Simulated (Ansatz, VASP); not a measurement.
# Two plane-wave programs on SiP5

```
CELL_PARAMETERS angstrom
3.17257 1.83168 2.86786
-3.17257 1.83168 2.86786
0.00000 -3.66337 2.86786
ATOMIC_POSITIONS crystal
Si 0.50000 0.50000 0.50000
P 0.50000 0.50000 0.00000
P 0.00000 0.50000 0.50000
P 0.50000 0.00000 0.50000
P 0.85600 0.85600 0.85600
P 0.14400 0.14400 0.14400
```

Alike in both runs: functional PBE; k mesh 6 × 6 × 6; occupations gaussian, width 0.1 eV; no spin polarisation.

Ansatz relaxed the structure, and its values are those at the end. VASP's run is a single point on that final structure, the one shown.

|  | VASP | Ansatz |
| --- | --- | --- |
| version | VASP 6.6.1 | Ansatz 0.2.0 |
| potentials or method | VASP PAW PBE potentials, release 64 (Si, P), cutoff 520 eV | scalar-relativistic, plane waves, PAW |
| valence electrons in the cell | 29 | 29 |

Ansatz gave:

| Property | Result |
| --- | --- |
| gap on the k mesh at the Fermi level (eV) | none |
| pressure (GPa) | 0.0 |
| rms of the force components (eV/Å) | 0.002 |

Question: Estimate VASP's values.

Answer: gap on the k mesh at the Fermi level (eV): none; pressure (GPa): -0.2; rms of the force components (eV/Å): 0.008.

A gap of «none» marks a metal or a gap that the smearing closes.
